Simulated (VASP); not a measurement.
# Pt (Fm-3m) in VASP: single point with PBE

Aim: the single point of Pt with PBE.

All numbers are computed with VASP 6.6.1; they aren't measurements. Logs are shortened: lines on timing, memory, paths and dates and some standing lists are left out, and cuts for length are marked.

## Step 1: The cell of the first run

The structure is cubic, space group Fm-3m (No. 225). Conventional cell: a = 3.922 Å, b = 3.922 Å, c = 3.922 Å, α = 90.00°, β = 90.00°, γ = 90.00°. Within 3.7 Å of Pt (site symmetry m-3m) lie 12 Pt at 2.77 Å.

## Step 2: Single point, PBE

The input, INCAR:

```
SYSTEM = Pt
PREC = Accurate ; ENCUT = 500
EDIFF = 1E-6 ; ISMEAR = 1
SIGMA = 0.05 ; LREAL = .False.
LASPH = .True. ; NELM = 120
ALGO = Normal ; ISIF = 2
LWAVE = .False. ; LCHARG = .True.
GGA = PE ; LELF = .True.
LVHAR = .True. ; NBANDS = 11
GGA_COMPAT = .False.
```

The input, KPOINTS:

```
Automatic mesh
0
Gamma
  15 15 15
  0 0 0
```

The input, POSCAR:

```
Pt
1.0
    0.0000000000      1.9609000000      1.9609000000
    1.9609000000      0.0000000000      1.9609000000
    1.9609000000      1.9609000000      0.0000000000
Pt
1
Direct
    0.0000000000      0.0000000000      0.0000000000
```

Potentials or basis: VASP PAW PBE potentials, release 64 (Pt).

Launch:

```console
> cat potpaw_PBE.64/Pt/POTCAR > POTCAR
> mpirun -np 1 vasp_std > vasp.out
```

OUTCAR:

```text
SYSTEM = Pt
   PREC = Accurate
   ENCUT = 500
   EDIFF = 1E-6
   ISMEAR = 1
   LREAL = .False.
   LASPH = .True.
   NELM = 120
   ISIF = 2
   GGA = PE

 ion  position               nearest neighbor table
   1  0.000  0.000  0.000-

  LATTYP: Found a face centered cubic cell.
 ALAT       =     3.9218000000

  Lattice vectors:

 A1 = (   0.0000000000,   1.9609000000,   1.9609000000)
 A2 = (   1.9609000000,   0.0000000000,   1.9609000000)
 A3 = (   1.9609000000,   1.9609000000,   0.0000000000)

Analysis of symmetry for initial positions (statically):
=====================================================================
 Subroutine PRICEL returns:
 Original cell was already a primitive cell.

 Routine SETGRP: Setting up the symmetry group for a
 face centered cubic supercell.

 Subroutine GETGRP returns: Found 48 space group operations
 (whereof 48 operations were pure point group operations)
 out of a pool of 48 trial point group operations.

The static configuration has the point symmetry O_h .

Analysis of symmetry for dynamics (positions and initial velocities):
=====================================================================
 Subroutine PRICEL returns:
 Original cell was already a primitive cell.

 Routine SETGRP: Setting up the symmetry group for a
 face centered cubic supercell.

 Subroutine GETGRP returns: Found 48 space group operations
 (whereof 48 operations were pure point group operations)
 out of a pool of 48 trial point group operations.

The dynamic configuration has the point symmetry O_h .

 Subroutine INISYM returns: Found 48 space group operations
 (whereof 48 operations are pure point group operations),
 and found     1 'primitive' translations

----------------------------------------------------------------------------------------

                                     Primitive cell

  volume of cell :      15.0798

  direct lattice vectors                    reciprocal lattice vectors
     0.000000000  1.960900000  1.960900000    -0.254984956  0.254984956  0.254984956
     1.960900000  0.000000000  1.960900000     0.254984956 -0.254984956  0.254984956
     1.960900000  1.960900000  0.000000000     0.254984956  0.254984956 -0.254984956

  length of vectors
     2.773131374  2.773131374  2.773131374     0.441646899  0.441646899  0.441646899

  position of ions in fractional coordinates (direct lattice)
     0.000000000  0.000000000  0.000000000

  ion indices of the primitive-cell ions
   primitive index   ion index
                 1           1

[... 71 lines left out ...]
   EDIFF  = 0.1E-05   stopping-criterion for ELM
   LREAL  =      F    real-space projection
   EDIFFG = 0.1E-04   stopping-criterion for IOM
   NSW    =      0    number of steps for IOM
   IBRION =     -1    ionic relax: 0-MD 1-quasi-New 2-CG
   NFREE  =      0    steps in history (QN), initial steepest desc. (CG)
   ISIF   =      2    stress and relaxation
   ISYM   =      2    0-nonsym 1-usesym 2-fastsym
   POTIM  = 0.5000    time-step for ionic-motion
   TEBEG  =    0.0;   TEEND  =   0.0 temperature during run
   PSTRESS=    0.0 pullay stress
   NELECT =      10.0000    total number of electrons
   NUPDOWN=      -1.0000    fix difference up-down
   EMIN   =  10.00;   EMAX   =-10.00  energy-range for DOS
   EFERMI =   0.00;   METHOD = LEGACY
   ISMEAR =     1;   SIGMA  =   0.05  broadening in eV -4-tet -1-fermi 0-gaus
   EFERMI_NEDOS =   21; number of points for ismear=-14 and -15
   IALGO  =     38    algorithm
   IMIX   =      4    mixing-type and parameters
     AMIX     =   0.40;   BMIX     =  1.00
     AMIX_MAG =   1.60;   BMIX_MAG =  1.00
  volume/ion in A,a.u.               =      15.08       101.76
  Fermi-wavevector in a.u.,A,eV,Ry     =   1.427609  2.697791 27.729605  2.038068
  Thomas-Fermi vector in A             =   2.547760
   LORBIT       =      0    0 simple, 1 ext, 2 COOP (PROOUT), +10 PAW based schemes
   GGA     = PE    functional components
   LHFCALC =     F    Hartree Fock is set to
   AEXX    =    0.0000 exact exchange contribution
   IVDW    =     0    specifies the selected vdW correction
   LEPSILON=     F    determine dielectric tensor
   LRPA    =     F    only Hartree local field effects (RPA)
 non-spin polarized calculation
 Methfessel and Paxton  Order N= 1 SIGMA  =   0.05
  energy-cutoff  :      500.00
  volume of cell :       15.08
 maximum number of plane-waves:       391
   NGX = 11   NGY = 11   NGZ = 11

 number of electron      10.0000001 magnetization

 Free energy of the ion-electron system (eV)
  ---------------------------------------------------
  ext. energy  EPLUGINS =         0.00000000
  ---------------------------------------------------
  free energy    TOTEN  =        -6.08237446 eV

  energy without entropy =       -6.08240068  energy(sigma->0) =       -6.08238320

 E-fermi :  11.2750     XC(G=0): -13.4902

 val. band max:       11.2711025182   @ k =  -0.4667   0.2667   0.0667
 cond. band min:      11.2959172842   @ k =  -0.4667   0.2000   0.0000
 fundamental gap:      0.0248147659
 Fermi energy:        11.2749523938

 k-point     1 :       0.0000    0.0000    0.0000
  band No.  band energies     occupation
      1       1.0490      2.00000
      2       7.4821      2.00000
      3       7.4821      2.00000
      4       7.4821      2.00000
      5       9.6389      2.00000
      6       9.6389      2.00000
      7      25.9048      0.00000
      8      30.8730      0.00000
      9      30.8730      0.00000
     10      30.8730      0.00000
     11      36.2162      0.00000
[... 309 lines left out ...]
 k-point    24 :       0.2000    0.1333    0.0000
  band No.  band energies     occupation
      1       2.5565      2.00000
      2       6.6491      2.00000
      3       8.1377      2.00000
      4       8.2113      2.00000
      5       8.8739      2.00000
      6      10.0186      2.00000
      7      27.9730      0.00000
      8      28.1861      0.00000
      9      30.6850      0.00000
     10      31.3092      0.00000
     11      36.4567      0.00000

 [... further k-points ...]
[... 5 lines left out ...]
  --------------------------------------------------------------------------------------
  -------------------------------------------------------------------------------------
  Total        0.8972023      0.8972023      0.8972023      0.0000000      0.0000000      0.0000000
  in kB       95.3245237     95.3245237     95.3245237      0.0000000      0.0000000      0.0000000
  external PRESSURE =      95.3245237 kB  Pullay stress =       0.0000000 kB

 VOLUME and BASIS-vectors are now :
 -----------------------------------------------------------------------------
  energy-cutoff  :      500.00
  volume of cell :       15.08
      direct lattice vectors                 reciprocal lattice vectors
     0.000000000  1.960900000  1.960900000    -0.254984956  0.254984956  0.254984956
     1.960900000  0.000000000  1.960900000     0.254984956 -0.254984956  0.254984956
     1.960900000  1.960900000  0.000000000     0.254984956  0.254984956 -0.254984956

 POSITION                                       TOTAL-FORCE (eV/Angst)
 -----------------------------------------------------------------------------------
      0.00000      0.00000      0.00000        -0.000000     -0.000000      0.000000
 -----------------------------------------------------------------------------------
    total drift:                                0.000000      0.000000      0.000000

  FREE ENERGIE OF THE ION-ELECTRON SYSTEM (eV)
  ---------------------------------------------------
  free  energy   TOTEN  =        -6.0823744588 eV

  energy  without entropy=       -6.0824006817  energy(sigma->0) =       -6.08238320
```

Run time: 7.8 s. Hardware: 1 thread of Intel Xeon 6975P-C (Granite Rapids), shared host; peak memory 0.13 GiB.

What came out:

```
Free energy            : -6.0824 eV
Pressure               : 9.5 GPa
Band gap on the k mesh : zero (band 5 reaches 11.72 eV, above the bottom of band 6 at 9.53 eV)
```

Levels at points of the mesh, in eV from the Fermi level:
| k point | band 3 | band 4 | band 5 | band 6 | band 7 | band 8 |
| --- | --- | --- | --- | --- | --- | --- |
| (0.00, 0.00, 0.00) | -3.79 | -3.79 | -1.64 | -1.64 | 14.63 | 19.60 |

Caveat: spin-orbit coupling is left out, which moves the levels of the heavy elements.
